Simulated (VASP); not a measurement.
# Mn (P6/mmm) in VASP: notebook, part 2 of 2

VASP 6.6.1. Earlier steps stand in the parts before.

### 4 Single point, revPBE (volume scaled by 1.12)

INCAR reads:

```
PREC = Accurate
ENCUT = 520
EDIFF = 1E-6
ISMEAR = -1
SIGMA = 0.1
LREAL = False
LASPH = True
NELM = 80
ALGO = Normal
ISIF = 2
LWAVE = False
LCHARG = False
GGA = RE
NBANDS = 26
```

KPOINTS reads:

```
Automatic mesh
0
Gamma
  10 10 14
```

POSCAR reads:

```
Mn
1.0
    4.0772173249      0.0000000000      0.0000000000
   -2.0386086624      3.5309737801      0.0000000000
    0.0000000000      0.0000000000      2.5561317455
Mn
3
Direct
    0.0000000000      0.0000000000      0.0000000000
    0.3333333333      0.6666666667      0.5000000000
    0.6666666667      0.3333333333      0.5000000000
```

Potentials or basis: VASP PAW PBE potentials, release 64 (Mn_pv).

Command:

```
cat potpaw_PBE.64/Mn_pv/POTCAR > POTCAR
mpirun -np 1 vasp_std > vasp.out
```

OUTCAR:

```text
PREC = Accurate
   ENCUT = 520
   EDIFF = 1E-6
   ISMEAR = -1
   LREAL = False
   LASPH = True
   NELM = 80
   ISIF = 2
   GGA = RE

 ion  position               nearest neighbor table
   1  0.000  0.000  0.000-   2 2.68   3 2.68   2 2.68   3 2.68   2 2.68   2 2.68   3 2.68   3 2.68
                             3 2.68   3 2.68   2 2.68   2 2.68
   2  0.333  0.667  0.500-   3 2.35   3 2.35   3 2.35   1 2.68   1 2.68   1 2.68   1 2.68   1 2.68
                             1 2.68
   3  0.667  0.333  0.500-   2 2.35   2 2.35   2 2.35   1 2.68   1 2.68   1 2.68   1 2.68   1 2.68
                             1 2.68

  LATTYP: Found a hexagonal cell.
 ALAT       =     4.0772173249
 C/A-ratio  =     0.6269304631

  Lattice vectors:

 A1 = (   4.0772173249,   0.0000000000,   0.0000000000)
 A2 = (  -2.0386086624,   3.5309737801,   0.0000000000)
 A3 = (   0.0000000000,   0.0000000000,   2.5561317455)

Analysis of symmetry for initial positions (statically):
=====================================================================
 Subroutine PRICEL returns:
 Original cell was already a primitive cell.

 Routine SETGRP: Setting up the symmetry group for a
 hexagonal supercell.

 Subroutine GETGRP returns: Found 24 space group operations
 (whereof 24 operations were pure point group operations)
 out of a pool of 24 trial point group operations.

The static configuration has the point symmetry D_6h.

Analysis of symmetry for dynamics (positions and initial velocities):
=====================================================================
 Subroutine PRICEL returns:
 Original cell was already a primitive cell.

 Routine SETGRP: Setting up the symmetry group for a
 hexagonal supercell.

 Subroutine GETGRP returns: Found 24 space group operations
 (whereof 24 operations were pure point group operations)
 out of a pool of 24 trial point group operations.

The dynamic configuration has the point symmetry D_6h.

 Subroutine INISYM returns: Found 24 space group operations
 (whereof 24 operations are pure point group operations),
 and found     1 'primitive' translations
[... 114 lines left out ...]
   IALGO  =     38    algorithm
   IMIX   =      4    mixing-type and parameters
     AMIX     =   0.40;   BMIX     =  1.00
     AMIX_MAG =   1.60;   BMIX_MAG =  1.00
  volume/ion in A,a.u.               =      12.27        82.78
  Fermi-wavevector in a.u.,A,eV,Ry     =   1.669101  3.154143 37.904426  2.785897
  Thomas-Fermi vector in A             =   2.754832
   LORBIT       =      0    0 simple, 1 ext, 2 COOP (PROOUT), +10 PAW based schemes
   GGA     = RE    functional components
   LHFCALC =     F    Hartree Fock is set to
   AEXX    =    0.0000 exact exchange contribution
   IVDW    =     0    specifies the selected vdW correction
   LEPSILON=     F    determine dielectric tensor
   LRPA    =     F    only Hartree local field effects (RPA)
 non-spin polarized calculation
  energy-cutoff  :      520.00
  volume of cell :       36.80
 maximum number of plane-waves:      1014
   NGX = 15   NGY = 15   NGZ =  9

 number of electron      39.0000061 magnetization

 Free energy of the ion-electron system (eV)
  ---------------------------------------------------
  ext. energy  EPLUGINS =         0.00000000
  ---------------------------------------------------
  free energy    TOTEN  =       -25.15640920 eV

  energy without entropy =      -25.01646855  energy(sigma->0) =      -25.08643888

 E-fermi :   8.7693     XC(G=0): -13.1338

 val. band max:        8.7604359851   @ k =   0.0000   0.0000   0.1429
 cond. band min:       8.7840257106   @ k =   0.4000   0.2000   0.0000
 fundamental gap:      0.0235897256
 Fermi energy:         8.7692504980

 k-point     1 :       0.0000    0.0000    0.0000
  band No.  band energies     occupation
      1     -39.3773      2.00000
      2     -39.3773      2.00000
      3     -39.1480      2.00000
      4     -39.1480      2.00000
      5     -39.1031      2.00000
      6     -38.9870      2.00000
[... 685 lines left out ...]
     25      10.2906      0.00000
     26      10.4918      0.00000

 [... further k-points ...]

------------------------ aborting loop because EDIFF is reached ----------------------------------------

  FORCE on cell =-STRESS in cart. coord.  units (eV):
  Direction    XX          YY          ZZ          XY          YZ          ZX
  --------------------------------------------------------------------------------------
  -------------------------------------------------------------------------------------
  Total       -5.3712529     -5.3712529     -5.0161371     -0.0000000      0.0000000      0.0000000
  in kB     -233.8538904   -233.8538904   -218.3928394     -0.0000000      0.0000000      0.0000000
  external PRESSURE =    -228.7002067 kB  Pullay stress =       0.0000000 kB

 VOLUME and BASIS-vectors are now :
 -----------------------------------------------------------------------------
  energy-cutoff  :      520.00
  volume of cell :       36.80
      direct lattice vectors                 reciprocal lattice vectors
     4.077217325  0.000000000  0.000000000     0.245265317  0.141603997  0.000000000
    -2.038608662  3.530973780  0.000000000     0.000000000  0.283207994  0.000000000
     0.000000000  0.000000000  2.556131746     0.000000000  0.000000000  0.391216142

 POSITION                                       TOTAL-FORCE (eV/Angst)
 -----------------------------------------------------------------------------------
      0.00000      0.00000      0.00000        -0.000000      0.000000      0.000000
     -0.00000      2.35398      1.27807         0.000000      0.000000      0.000000
      2.03861      1.17699      1.27807        -0.000000      0.000000     -0.000000
 -----------------------------------------------------------------------------------
    total drift:                               -0.000000      0.000000      0.000000

  FREE ENERGIE OF THE ION-ELECTRON SYSTEM (eV)
  ---------------------------------------------------
  free  energy   TOTEN  =       -25.1564092030 eV

  energy  without entropy=      -25.0164685525  energy(sigma->0) =      -25.08643888
```

OSZICAR:

```text
N       E                     dE             d eps       ncg     rms          rms(c)
DAV:   1     0.432996595478E+03    0.43300E+03   -0.22945E+04  6112   0.201E+03
DAV:   2    -0.645963289207E+01   -0.43946E+03   -0.42968E+03  5872   0.547E+02
DAV:   3    -0.296378598190E+02   -0.23178E+02   -0.22249E+02  6306   0.141E+02
DAV:   4    -0.302070146431E+02   -0.56915E+00   -0.56400E+00  6476   0.222E+01
DAV:   5    -0.302174540066E+02   -0.10439E-01   -0.10436E-01  6294   0.320E+00    0.199E+01
DAV:   6    -0.265063960395E+02    0.37111E+01   -0.49761E+01  6168   0.665E+01    0.171E+01
DAV:   7    -0.363193407102E+02   -0.98129E+01   -0.78097E+01  7540   0.712E+01    0.446E+01
DAV:   8    -0.252283393004E+02    0.11091E+02   -0.51369E+01  7110   0.339E+01    0.393E+00
DAV:   9    -0.251888156748E+02    0.39524E-01   -0.58490E-01  6134   0.592E+00    0.197E+00
DAV:  10    -0.251606033284E+02    0.28212E-01   -0.24487E-01  6412   0.409E+00    0.873E-01
DAV:  11    -0.251568466676E+02    0.37567E-02   -0.14071E-02  6072   0.125E+00    0.299E-01
DAV:  12    -0.251564671928E+02    0.37947E-03   -0.18056E-03  6448   0.404E-01    0.132E-01
DAV:  13    -0.251564340353E+02    0.33157E-04   -0.10904E-04  6360   0.113E-01    0.524E-02
DAV:  14    -0.251564118669E+02    0.22168E-04   -0.68802E-05  6196   0.814E-02    0.143E-02
DAV:  15    -0.251564103116E+02    0.15553E-05   -0.38046E-06  4940   0.200E-02    0.677E-03
DAV:  16    -0.251564091707E+02    0.11409E-05   -0.68756E-07  2982   0.835E-03    0.825E-04
DAV:  17    -0.251564092030E+02   -0.32283E-07   -0.12199E-07  2956   0.307E-03
   1 F= -.25156409E+02 E0= -.25086439E+02  d E =-.139941E+00
```

stdout:

```text
POSCAR found type information on POSCAR Mn
 POSCAR found :  1 types and       3 ions
 scaLAPACK will be used
 -----------------------------------------------------------------------------
|                                                                             |
|                                                                             |
|     You enforced a specific xc type in the INCAR file but a different       |
|     I HOPE YOU KNOW WHAT YOU ARE DOING!                                     |
|                                                                             |
 -----------------------------------------------------------------------------

 LDA part: xc-table for (Slater+PW92), standard interpolation
 POSCAR, INCAR and KPOINTS ok, starting setup
 FFT: planning ... GRIDC
 FFT: planning ... GRID_SOFT
 FFT: planning ... GRID
 WAVECAR not read
 entering main loop
```

Wall time 46 s (1 thread of Intel Xeon 6975P-C (Granite Rapids), shared host); peak memory 0.2 GiB.

What came out:

```
Free energy : -25.1564 eV
Pressure    : -22.9 GPa
```

Stress tensor (GPa, compression positive):
```
-23.39   0.00   0.00
  0.00 -23.39   0.00
  0.00   0.00 -21.84
```

Caveat: the cell differs from its parent crystal (volume scaled by 1.12); the PAW data sets were made with another functional, which shifts forces and pressure a little; the run has no spin polarisation, though such a crystal can be magnetic. Spin polarisation is off, so any magnetic state and its effect on volume and gap are missing.

### 5 Single point, revPBE

This run uses another cell than the first one, of 10.95 Å³/atom, 0.962 times its volume.

INCAR reads:

```
PREC     = Accurate       # precision mode
ENCUT    = 520            # plane-wave cutoff, eV
EDIFF    = 1E-6           # SCF threshold, eV
ISMEAR   = -1             # smearing method
SIGMA    = 0.1            # smearing width, eV
LREAL    = False          # projectors in reciprocal space
LASPH    = True           # aspherical terms in the spheres
NELM     = 100            # most SCF steps
ALGO     = Normal         # electronic algorithm
ISIF     = 2              # what is computed and relaxed
LWAVE    = False          # write WAVECAR
LCHARG   = True           # write CHGCAR
GGA      = RE             # functional
LELF     = True           # ELF
LVHAR    = True         
NBANDS   = 26             # bands
```

KPOINTS reads:

```
Automatic mesh
0
Gamma
  12 12 17
```

POSCAR reads:

```
Mn
1.0
    3.9260683256      0.0000000000      0.0000000000
   -1.9630341628      3.4000749070      0.0000000000
    0.0000000000      0.0000000000      2.4613718334
Mn
3
Direct
    0.0000000000      0.0000000000      0.0000000000
    0.3333333333      0.6666666667      0.5000000000
    0.6666666667      0.3333333333      0.5000000000
```

Command:

```
cat potpaw_PBE.64/Mn_pv/POTCAR > POTCAR
mpirun -np 1 vasp_std > vasp.out
```

Run time: 65 s. Hardware: 1 thread of Intel Xeon 6975P-C (Granite Rapids), shared host; peak memory 0.22 GiB.

The run converged. Its results:

* Free energy: -25.4642 eV
* Pressure: 0.1 GPa

Levels at points of the mesh, in eV from the Fermi level:
```
           k point  band 16  band 17  band 18  band 19  band 20  band 21  band 22  band 23  band 24  band 25
(0.00, 0.00, 0.00)    -1.68    -1.10    -0.53    -0.53    -0.08    -0.08     0.01     0.01     1.89     1.89
(0.50, 0.00, 0.00)    -1.48    -1.12    -0.92     0.07     0.14     1.15     1.19     1.36     1.39     1.40
```

Caveat: the PAW data sets were made with another functional, which shifts forces and pressure a little; the run has no spin polarisation, though such a crystal can be magnetic. Spin polarisation is off, so any magnetic state and its effect on volume and gap are missing.

### 6 Overview

```csv
cell,k mesh,gap on the mesh (eV),pressure (GPa)
"a = 3.978, b = 3.978, c = 2.494 Å, angles 90.0, 90.0, 120.0°, 3 atoms",10 × 10 × 14,none,-9.3
"a = 4.028, b = 4.028, c = 2.525 Å, angles 90.0, 90.0, 120.0°, 3 atoms",10 × 10 × 14,none,-16.8
"a = 4.077, b = 4.077, c = 2.556 Å, angles 90.0, 90.0, 120.0°, 3 atoms",10 × 10 × 14,none,-22.9
"a = 3.926, b = 3.926, c = 2.461 Å, angles 90.0, 90.0, 120.0°, 3 atoms",12 × 12 × 17,none,0.1
```

Alike in all rows: task single point; level revPBE; potentials or basis VASP PAW PBE potentials, release 64 (Mn_pv); no spin polarisation; cutoff (eV) 520; smearing fermi-dirac 0.1 eV.

Caveats: the PAW data sets were made with another functional, which shifts forces and pressure a little; the run has no spin polarisation, though such a crystal can be magnetic.

Absolute energies hang on the potentials; compare differences alone.
